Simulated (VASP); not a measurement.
# N (P6_3/mmc) in VASP: a series of runs, part 2 of 2

VASP 6.6.1. Earlier steps stand in the parts before.

## 3. Single point, PBEsol (strain +0.000 along x and y, +0.080 along z)

INCAR

```
PREC = Accurate ; ENCUT = 520
EDIFF = 1E-6 ; ISMEAR = 0
SIGMA = 0.05 ; LREAL = False
LASPH = True ; NELM = 100
ALGO = Normal ; ISIF = 2
LWAVE = False ; LCHARG = True
GGA = PS ; LELF = True
LVHAR = True ; NBANDS = 18
```

KPOINTS

```
Automatic mesh
0
Gamma
  6 6 4
```

POSCAR

```
N
1.0
    4.1672328106      0.0000000000      0.0000000000
   -2.0836164053      3.6089294775      0.0000000000
    0.0000000000      0.0000000000      7.5664837908
N
4
Direct
    0.3333333333      0.6666666667      0.3289300400
    0.3333333333      0.6666666667      0.1710699600
    0.6666666667      0.3333333333      0.8289300400
    0.6666666667      0.3333333333      0.6710699600
```

Potentials or basis: VASP PAW PBE potentials, release 64 (N).

Command:

```
$ cat potpaw_PBE.64/N/POTCAR > POTCAR
$ mpirun -np 1 vasp_std > vasp.out
```

OUTCAR:

```text
PREC = Accurate
   ENCUT = 520
   EDIFF = 1E-6
   ISMEAR = 0
   LREAL = False
   LASPH = True
   NELM = 100
   ISIF = 2
   GGA = PS

 ion  position               nearest neighbor table
   1  0.333  0.667  0.329-   2 1.19
   2  0.333  0.667  0.171-   1 1.19
   3  0.667  0.333  0.829-   4 1.19
   4  0.667  0.333  0.671-   3 1.19

  LATTYP: Found a hexagonal cell.
 ALAT       =     4.1672328106
 C/A-ratio  =     1.8157094011

  Lattice vectors:

 A1 = (   4.1672328106,   0.0000000000,   0.0000000000)
 A2 = (  -2.0836164053,   3.6089294775,   0.0000000000)
 A3 = (   0.0000000000,   0.0000000000,   7.5664837908)

Analysis of symmetry for initial positions (statically):
[... 10 lines left out ...]

The static configuration has the point symmetry D_3d.
 The point group associated with its full space group is D_6h.

Analysis of symmetry for dynamics (positions and initial velocities):
[... 10 lines left out ...]

The dynamic configuration has the point symmetry D_3d.
 The point group associated with its full space group is D_6h.

 Subroutine INISYM returns: Found 24 space group operations
[... 5 lines left out ...]
                                     Primitive cell
[... 137 lines left out ...]

  energy without entropy =      -33.29434503  energy(sigma->0) =      -33.29434503

 E-fermi :  -6.6893     XC(G=0):  -5.6423

 val. band max:       -6.9295046370   @ k =   0.0000   0.0000   0.0000
 cond. band min:      -0.6604872135   @ k =   0.3333   0.3333   0.0000
 fundamental gap:      6.2690174235
 Fermi energy:        -6.6893229770

 k-point     1 :       0.0000    0.0000    0.0000
  band No.  band energies     occupation
      1     -24.0952      2.00000
      2     -24.0739      2.00000
      3     -11.5090      2.00000
      4     -10.9863      2.00000
      5      -8.0207      2.00000
      6      -8.0207      2.00000
[... 418 lines left out ...]
      5      -8.2038      2.00000
      6      -8.2038      2.00000
[... 10 lines left out ...]
     17       5.7016      0.00000
     18       5.7016      0.00000

------------------------ aborting loop because EDIFF is reached ----------------------------------------

  FORCE on cell =-STRESS in cart. coord.  units (eV):
  Direction    XX          YY          ZZ          XY          YZ          ZX
  --------------------------------------------------------------------------------------
  -------------------------------------------------------------------------------------
  Total       -0.0032345     -0.0032345    -22.0100100      0.0000000      0.0000000      0.0000000
  in kB       -0.0455403     -0.0455403   -309.8921367      0.0000000      0.0000000      0.0000000
  external PRESSURE =    -103.3277391 kB  Pullay stress =       0.0000000 kB

 VOLUME and BASIS-vectors are now :
 -----------------------------------------------------------------------------
  energy-cutoff  :      520.00
  volume of cell :      113.79
      direct lattice vectors                 reciprocal lattice vectors
     4.167232811  0.000000000  0.000000000     0.239967395  0.138545240  0.000000000
    -2.083616405  3.608929477  0.000000000     0.000000000  0.277090480  0.000000000
     0.000000000  0.000000000  7.566483791     0.000000000  0.000000000  0.132161784

 POSITION                                       TOTAL-FORCE (eV/Angst)
 -----------------------------------------------------------------------------------
     -0.00000      2.40595      2.48884         0.000000      0.000000     -9.198889
     -0.00000      2.40595      1.29440         0.000000      0.000000      9.198889
      2.08362      1.20298      6.27209        -0.000000     -0.000000     -9.198889
      2.08362      1.20298      5.07764        -0.000000     -0.000000      9.198889
 -----------------------------------------------------------------------------------
    total drift:                               -0.000000      0.000000      0.000000

  FREE ENERGIE OF THE ION-ELECTRON SYSTEM (eV)
  ---------------------------------------------------
  free  energy   TOTEN  =       -33.2943450346 eV

  energy  without entropy=      -33.2943450346  energy(sigma->0) =      -33.29434503
```

OSZICAR:

```text
N       E                     dE             d eps       ncg     rms          rms(c)
DAV:   1     0.115529339627E+03    0.11553E+03   -0.88956E+03   756   0.907E+02
DAV:   2    -0.225791218025E+02   -0.13811E+03   -0.13401E+03  1058   0.212E+02
DAV:   3    -0.340700000734E+02   -0.11491E+02   -0.11417E+02   838   0.681E+01
DAV:   4    -0.341889815169E+02   -0.11898E+00   -0.11890E+00   840   0.883E+00
DAV:   5    -0.341904516105E+02   -0.14701E-02   -0.14700E-02   892   0.853E-01    0.929E+00
DAV:   6    -0.335005561851E+02    0.68990E+00   -0.65258E-01   822   0.516E+00    0.538E+00
DAV:   7    -0.332976733618E+02    0.20288E+00   -0.57563E-01   850   0.486E+00    0.100E+00
DAV:   8    -0.332939469580E+02    0.37264E-02   -0.46294E-02   788   0.151E+00    0.153E-01
DAV:   9    -0.332941352297E+02   -0.18827E-03   -0.14912E-03   788   0.265E-01    0.772E-02
DAV:  10    -0.332943270524E+02   -0.19182E-03   -0.18260E-04   772   0.114E-01    0.205E-02
DAV:  11    -0.332943392778E+02   -0.12225E-04   -0.13114E-05   890   0.278E-02    0.576E-03
DAV:  12    -0.332943457135E+02   -0.64357E-05   -0.46911E-06   768   0.158E-02    0.210E-03
DAV:  13    -0.332943450346E+02    0.67898E-06   -0.14562E-07   792   0.305E-03
   1 F= -.33294345E+02 E0= -.33294345E+02  d E =-.200101E-13
```

Run time: 14 s. Hardware: 1 thread of Intel Xeon 6975P-C (Granite Rapids), shared host; peak memory 0.21 GiB.

What came out:

- Free energy: -33.2943 eV
- Pressure: -10.3 GPa
- Largest force: 9.199 eV/Å
- Band gap on the k mesh: 6.27 eV, indirect (least direct gap 6.45 eV)

Forces on the atoms (eV/Å):
```
N    0.000  0.000 -9.199
N    0.000  0.000  9.199
N    0.000  0.000 -9.199
N    0.000  0.000  9.199
```

Levels at points of the mesh, in eV from the valence-band top:
```
           k point  band 8  band 9  band 10  band 11  band 12  band 13
(0.00, 0.00, 0.00)   -1.02   -0.87     0.00     6.83     6.83     7.13
(0.50, 0.00, 0.00)   -1.06   -0.41    -0.15     6.30     6.62     6.77
(0.00, 0.00, 0.50)   -1.06   -0.42    -0.42     6.98     6.98     6.98
(0.50, 0.00, 0.50)   -1.12   -0.32    -0.32     6.55     6.55     6.89
```

Caveat: the cell differs from its parent crystal (strain +0.000 along x and y, +0.080 along z); the standard files for N, O and F lose accuracy on very short bonds; the PAW data sets were made with another functional, which shifts forces and pressure a little. A k mesh can miss the band edges.

## 4. Single point, PBEsol (strain +0.080 along x and y, -0.080 along z)

INCAR

```
SYSTEM = N
PREC = Accurate
ENCUT = 520
EDIFF = 1E-6
ISMEAR = 0
SIGMA = 0.05
LREAL = .FALSE.
LASPH = .TRUE.
NELM = 80
ALGO = Normal
ISIF = 2
LWAVE = .FALSE.
LCHARG = .TRUE.
GGA = PS
LELF = .TRUE.
LVHAR = .TRUE.
NBANDS = 18
```

KPOINTS

```
regular mesh
0
G
  6 6 4
  0 0 0
```

POSCAR

```
N
1.0
    4.5006114355      0.0000000000      0.0000000000
   -2.2503057177      3.8976438357      0.0000000000
    0.0000000000      0.0000000000      6.4455232292
N
4
Direct
    0.3333333333      0.6666666667      0.3289300400
    0.3333333333      0.6666666667      0.1710699600
    0.6666666667      0.3333333333      0.8289300400
    0.6666666667      0.3333333333      0.6710699600
```

Command:

```
$ cat potpaw_PBE.64/N/POTCAR > POTCAR
$ mpirun -np 1 vasp_std > vasp.out
```

It took 15 s on 1 thread of Intel Xeon 6975P-C (Granite Rapids), shared host; peak memory 0.22 GiB.

Results (log left out):

- Free energy: -32.4124 eV
- Pressure: 19.5 GPa
- Largest force: 20.649 eV/Å
- Band gap on the k mesh: 7.98 eV, indirect (least direct gap 8.36 eV)

Forces on the atoms (eV/Å):
```
N     0.000   0.000  20.649
N     0.000   0.000 -20.649
N     0.000   0.000  20.649
N     0.000   0.000 -20.649
```

Stress tensor (GPa, compression positive):
```
-0.22  0.00  0.00
 0.00 -0.22  0.00
 0.00  0.00 58.99
```

Levels at points of the mesh, in eV from the valence-band top:
```
           k point  band 7  band 8  band 9  band 10  band 11  band 12  band 13  band 14
(0.00, 0.00, 0.00)   -2.57   -2.57   -1.05     0.00     8.68     8.68     9.37     9.37
(0.50, 0.00, 0.00)   -2.72   -2.57   -0.60    -0.26     8.22     8.38     9.08     9.56
(0.00, 0.00, 0.50)   -2.63   -2.63   -0.45    -0.45     8.99     8.99     8.99     8.99
(0.50, 0.00, 0.50)   -2.64   -2.64   -0.45    -0.45     8.58     8.58     8.91     8.91
```

Caveat: the cell differs from its parent crystal (strain +0.080 along x and y, -0.080 along z); the standard files for N, O and F lose accuracy on very short bonds; the PAW data sets were made with another functional, which shifts forces and pressure a little.

## 5. Single point, PBEsol (strain +0.040 along x and y, +0.000 along z)

INCAR

```
SYSTEM = N
ALGO = Normal ; EDIFF = 1E-6
ENCUT = 520 ; GGA = PS
ISIF = 2 ; ISMEAR = 0
LASPH = .TRUE. ; LCHARG = .TRUE.
LELF = .TRUE. ; LREAL = .FALSE.
LVHAR = .TRUE. ; LWAVE = .FALSE.
NBANDS = 18 ; NELM = 80
PREC = Accurate ; SIGMA = 0.05
```

KPOINTS

```
k-points
0
G
  6 6 4
  0 0 0
```

POSCAR

```
N
1.0
    4.3339221230      0.0000000000      0.0000000000
   -2.1669610615      3.7532866566      0.0000000000
    0.0000000000      0.0000000000      7.0060035100
N
4
Direct
    0.3333333333      0.6666666667      0.3289300400
    0.3333333333      0.6666666667      0.1710699600
    0.6666666667      0.3333333333      0.8289300400
    0.6666666667      0.3333333333      0.6710699600
```

Command:

```
$ cat potpaw_PBE.64/N/POTCAR > POTCAR
$ mpirun -np 1 vasp_std > vasp.out
```

It took 14 s on 1 thread of Intel Xeon 6975P-C (Granite Rapids), shared host; peak memory 0.21 GiB.

Results (log left out):

```
Free energy            : -34.1382 eV
Pressure               : 0.8 GPa
Largest force          : 0.893 eV/Å
Band gap on the k mesh : 7.08 eV, indirect (least direct gap 7.37 eV)
```

Forces on the atoms (eV/Å):
```
N    0.000  0.000  0.893
N    0.000  0.000 -0.893
N    0.000  0.000  0.893
N    0.000  0.000 -0.893
```

Stress tensor (GPa, compression positive):
```
-0.05  0.00  0.00
 0.00 -0.05  0.00
 0.00  0.00  2.65
```

Levels at points of the mesh, in eV from the valence-band top:
| k point | band 7 | band 8 | band 9 | band 10 | band 11 | band 12 | band 13 | band 14 |
| --- | --- | --- | --- | --- | --- | --- | --- | --- |
| (0.00, 0.00, 0.00) | -1.73 | -1.73 | -0.96 | 0.00 | 7.69 | 7.69 | 8.16 | 8.16 |
| (0.50, 0.00, 0.00) | -1.90 | -1.74 | -0.51 | -0.20 | 7.20 | 7.45 | 7.84 | 8.26 |
| (0.00, 0.00, 0.50) | -1.77 | -1.77 | -0.44 | -0.44 | 7.91 | 7.91 | 7.91 | 7.91 |
| (0.50, 0.00, 0.50) | -1.82 | -1.82 | -0.39 | -0.39 | 7.52 | 7.52 | 7.83 | 7.83 |

Caveat: the cell differs from its parent crystal (strain +0.040 along x and y, +0.000 along z); the standard files for N, O and F lose accuracy on very short bonds; the PAW data sets were made with another functional, which shifts forces and pressure a little. A k mesh can miss the band edges.

## 6. Summary

| cell | gap on the mesh (eV) | pressure (GPa) | largest force (eV/Å) |
| --- | --- | --- | --- |
| a = 4.334, b = 4.334, c = 6.726 Å, angles 90.0, 90.0, 120.0°, 4 atoms | 7.46 | 9.5 | 9.24 |
| a = 4.167, b = 4.167, c = 7.566 Å, angles 90.0, 90.0, 120.0°, 4 atoms | 6.27 | -10.3 | 9.20 |
| a = 4.501, b = 4.501, c = 6.446 Å, angles 90.0, 90.0, 120.0°, 4 atoms | 7.98 | 19.5 | 20.65 |
| a = 4.334, b = 4.334, c = 7.006 Å, angles 90.0, 90.0, 120.0°, 4 atoms | 7.08 | 0.8 | 0.89 |

Alike in all rows: task single point; level PBEsol; potentials or basis VASP PAW PBE potentials, release 64 (N); no spin polarisation; k mesh 6 × 6 × 4; cutoff (eV) 520; smearing gaussian 0.05 eV.

Caveats: the standard files for N, O and F lose accuracy on very short bonds; the PAW data sets were made with another functional, which shifts forces and pressure a little.

Absolute energies hang on the potentials; compare differences alone.
